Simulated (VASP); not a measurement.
GaN: single point with PBE-based screened hybrid with 25 % exact exchange

The system is GaN.

```xyz
2
Lattice="0.0000 2.2535 2.2535 2.2535 0.0000 2.2535 2.2535 2.2535 0.0000" Properties=species:S:1:pos:R:3 pbc="T T T"
Ga    0.0000    0.0000    0.0000
N     1.1268    1.1268    1.1268
```

```json
{
 "Program": "VASP 6.6.1",
 "Task": "single point",
 "Functional": "PBE-based screened hybrid with 25 % exact exchange",
 "Potentials or basis": "VASP PAW PBE potentials, release 64 (Ga_d, N)",
 "Cutoff": "520 eV",
 "k mesh": "6 × 6 × 6",
 "Occupations": "fermi-dirac, width 0.05 eV",
 "Spin": "no spin polarisation"
}
```

The pressure is -1.3 GPa. The band gap on the k mesh is 2.98 eV.

Levels at points of the mesh, in eV from the valence-band top:
```
           k point  band 5  band 6  band 7  band 8  band 9  band 10  band 11  band 12  band 13  band 14
(0.00, 0.00, 0.00)  -15.26  -15.26    0.00    0.00    0.00     2.98    11.91    11.91    11.91    19.38
(0.50, 0.00, 0.00)  -15.22  -13.61   -7.54   -1.04   -1.04     6.08    10.42    11.90    11.90    17.33
(0.50, 0.50, 0.00)  -15.19  -13.05   -6.57   -2.91   -2.91     4.45     8.15    13.58    16.03    16.03
```

Run time: 31 min on 1 thread of Oxide Virtual Turin-like Processor, with other jobs on the host, peak memory 0.22 GiB.

Caveat: the PAW data sets were made with another functional, which shifts forces and pressure a little.
